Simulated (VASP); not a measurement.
# Ir (I4/mmm) in VASP: further runs

Ir is run at these levels: PBE; tasks: single point.

Everything below comes from runs of VASP 6.6.1. Logs are shortened: lines on timing, memory, paths and dates and some standing lists are left out, and cuts for length are marked.

## (1) The cell of the first run

It takes space group I4/mmm (No. 139, tetragonal). The conventional cell has a = 2.769 Å, b = 2.769 Å, c = 3.720 Å, α = 90.00°, β = 90.00°, γ = 90.00°. Within 4.0 Å of Ir (site symmetry 4/mmm) lie 18 Ir at 2.70 to 3.92 Å.

## (2) Single point, PBE (14.26 Å³/atom)

Input file INCAR:

```
SYSTEM = Ir
ALGO     = Fast           ! electronic algorithm
EDIFF    = 1E-7           ! SCF threshold, eV
ENCUT    = 520            ! plane-wave cutoff, eV
GGA      = PE             ! functional
ISIF     = 2              ! what is computed and relaxed
ISMEAR   = 0              ! smearing method
LASPH    = .TRUE.         ! aspherical terms in the spheres
LCHARG   = .FALSE.        ! write CHGCAR
LREAL    = .FALSE.        ! projectors in reciprocal space
LWAVE    = .FALSE.        ! write WAVECAR
NBANDS   = 10             ! bands
NELM     = 60             ! most SCF steps
PREC     = Accurate       ! precision mode
SIGMA    = 0.15           ! smearing width, eV
```

Input file KPOINTS:

```
k-points
0
G
  22 22 22
  0 0 0
```

Input file POSCAR:

```
Ir
1.0
    0.0000000000      1.9581205431      1.8598228919
    1.9581205431      0.0000000000      1.8598228919
    1.9581205431      1.9581205431      0.0000000000
Ir
1
Direct
    0.0000000000      0.0000000000      0.0000000000
```

Potentials or basis: VASP PAW PBE potentials, release 64 (Ir).

Launch:

```
> cat potpaw_PBE.64/Ir/POTCAR > POTCAR
> mpirun -np 1 vasp_std > vasp.out
```

OUTCAR:

```text
SYSTEM = Ir
   EDIFF = 1E-7
   ENCUT = 520
   GGA = PE
   ISIF = 2
   ISMEAR = 0
   LASPH = .TRUE.
   LREAL = .FALSE.
   NELM = 60
   PREC = Accurate

 ion  position               nearest neighbor table
   1  0.000  0.000  0.000-

  LATTYP: Found a body centered tetragonal cell.
 ALAT       =     2.7692006288
 C/A-ratio  =     1.3432200416

  Lattice vectors:

 A1 = (   0.0000000000,  -1.9581205431,  -1.8598228919)
 A2 = (   0.0000000000,   1.9581205431,  -1.8598228919)
 A3 = (   1.9581205431,   0.0000000000,   1.8598228919)

Analysis of symmetry for initial positions (statically):
=====================================================================
 Subroutine PRICEL returns:
 Original cell was already a primitive cell.

 Routine SETGRP: Setting up the symmetry group for a
 body centered tetragonal supercell.

 Subroutine GETGRP returns: Found 16 space group operations
 (whereof 16 operations were pure point group operations)
 out of a pool of 16 trial point group operations.

The static configuration has the point symmetry D_4h.

Analysis of symmetry for dynamics (positions and initial velocities):
=====================================================================
 Subroutine PRICEL returns:
 Original cell was already a primitive cell.

 Routine SETGRP: Setting up the symmetry group for a
 body centered tetragonal supercell.

 Subroutine GETGRP returns: Found 16 space group operations
 (whereof 16 operations were pure point group operations)
 out of a pool of 16 trial point group operations.

The dynamic configuration has the point symmetry D_4h.

 Subroutine INISYM returns: Found 16 space group operations
 (whereof 16 operations are pure point group operations),
 and found     1 'primitive' translations

----------------------------------------------------------------------------------------

                                     Primitive cell

  volume of cell :      14.2620

  direct lattice vectors                    reciprocal lattice vectors
     0.000000000  1.958120543  1.859822892    -0.255346895  0.255346895  0.268842803
     1.958120543  0.000000000  1.859822892     0.255346895 -0.255346895  0.268842803
     1.958120543  1.958120543  0.000000000     0.255346895  0.255346895 -0.268842803

  length of vectors
[... 82 lines left out ...]
   EDIFFG = 0.1E-05   stopping-criterion for IOM
   NSW    =      0    number of steps for IOM
   IBRION =     -1    ionic relax: 0-MD 1-quasi-New 2-CG
   NFREE  =      0    steps in history (QN), initial steepest desc. (CG)
   ISIF   =      2    stress and relaxation
   ISYM   =      2    0-nonsym 1-usesym 2-fastsym
   POTIM  = 0.5000    time-step for ionic-motion
   TEBEG  =    0.0;   TEEND  =   0.0 temperature during run
   PSTRESS=    0.0 pullay stress
   NELECT =       9.0000    total number of electrons
   NUPDOWN=      -1.0000    fix difference up-down
   EMIN   =  10.00;   EMAX   =-10.00  energy-range for DOS
   EFERMI =   0.00;   METHOD = LEGACY
   ISMEAR =     0;   SIGMA  =   0.15  broadening in eV -4-tet -1-fermi 0-gaus
   EFERMI_NEDOS =   21; number of points for ismear=-14 and -15
   IALGO  =     68    algorithm
   IMIX   =      4    mixing-type and parameters
     AMIX     =   0.40;   BMIX     =  1.00
     AMIX_MAG =   1.60;   BMIX_MAG =  1.00
  volume/ion in A,a.u.               =      14.26        96.24
  Fermi-wavevector in a.u.,A,eV,Ry     =   1.404200  2.653553 26.827650  1.971777
  Thomas-Fermi vector in A             =   2.526785
   LORBIT       =      0    0 simple, 1 ext, 2 COOP (PROOUT), +10 PAW based schemes
   GGA     = PE    functional components
   LHFCALC =     F    Hartree Fock is set to
   AEXX    =    0.0000 exact exchange contribution
   IVDW    =     0    specifies the selected vdW correction
   LEPSILON=     F    determine dielectric tensor
   LRPA    =     F    only Hartree local field effects (RPA)
 non-spin polarized calculation
 RMM-DIIS sequential band-by-band and
 Gauss-broadening in eV      SIGMA  =   0.15
  energy-cutoff  :      520.00
  volume of cell :       14.26
 maximum number of plane-waves:       399
   NGX =  9   NGY =  9   NGZ = 11

 number of electron       9.0000000 magnetization

 Free energy of the ion-electron system (eV)
  ---------------------------------------------------
  ext. energy  EPLUGINS =         0.00000000
  ---------------------------------------------------
  free energy    TOTEN  =        -8.81912863 eV

  energy without entropy =       -8.80697161  energy(sigma->0) =       -8.81305012

 E-fermi :  10.2325     XC(G=0): -13.9393

 val. band max:       10.2310481079   @ k =   0.5000   0.3636   0.1364
 cond. band min:      10.2327318565   @ k =   0.3182   0.1818   0.0000
 fundamental gap:      0.0016837486
 Fermi energy:        10.2325359307

 k-point     1 :       0.0000    0.0000    0.0000
  band No.  band energies     occupation
      1      -0.7652      2.00000
      2       6.2367      2.00000
      3       6.2367      2.00000
      4       6.8731      2.00000
      5       8.6417      2.00000
      6       9.4836      2.00000
      7      24.6558      0.00000
      8      29.6076      0.00000
      9      29.6076      0.00000
     10      31.2953      0.00000
[... 287 lines left out ...]
 k-point    24 :      -0.4545    0.0455    0.0000
  band No.  band energies     occupation
      1       2.3358      2.00000
      2       6.0565      2.00000
      3       6.6154      2.00000
      4       9.0007      2.00000
      5      11.1972      0.00000
      6      11.3921      0.00000
      7      17.6857      0.00000
      8      24.3302      0.00000
      9      29.7530      0.00000
     10      30.2669      0.00000

 [... further k-points ...]

------------------------ aborting loop because EDIFF is reached ----------------------------------------

  FORCE on cell =-STRESS in cart. coord.  units (eV):
  Direction    XX          YY          ZZ          XY          YZ          ZX
  --------------------------------------------------------------------------------------
  -------------------------------------------------------------------------------------
  Total        0.1033472      0.1033472      1.7179286      0.0000000      0.0000000      0.0000000
  in kB       11.6099105     11.6099105    192.9902020      0.0000000      0.0000000      0.0000000
  external PRESSURE =      72.0700077 kB  Pullay stress =       0.0000000 kB

 VOLUME and BASIS-vectors are now :
 -----------------------------------------------------------------------------
  energy-cutoff  :      520.00
  volume of cell :       14.26
      direct lattice vectors                 reciprocal lattice vectors
     0.000000000  1.958120543  1.859822892    -0.255346895  0.255346895  0.268842803
     1.958120543  0.000000000  1.859822892     0.255346895 -0.255346895  0.268842803
     1.958120543  1.958120543  0.000000000     0.255346895  0.255346895 -0.268842803

 POSITION                                       TOTAL-FORCE (eV/Angst)
 -----------------------------------------------------------------------------------
      0.00000      0.00000      0.00000         0.000000      0.000000      0.000000
 -----------------------------------------------------------------------------------
    total drift:                                0.000000     -0.000000     -0.000000

  FREE ENERGIE OF THE ION-ELECTRON SYSTEM (eV)
  ---------------------------------------------------
  free  energy   TOTEN  =        -8.8191286337 eV

  energy  without entropy=       -8.8069716053  energy(sigma->0) =       -8.81305012
```

Wall time 80 s (1 thread of AMD EPYC 9R45 (Zen 5), shared host); peak memory 0.21 GiB.

What came out:

- Free energy: -8.8191 eV
- Pressure: 7.2 GPa
- Band gap on the k mesh: zero (an odd number of electrons rules out a gap without spin polarisation)

Caveat: the stress differs along the axes, from 1 to 19 GPa; spin-orbit coupling is left out, which moves the levels of the heavy elements.

(Continued in part 2 of 2.)
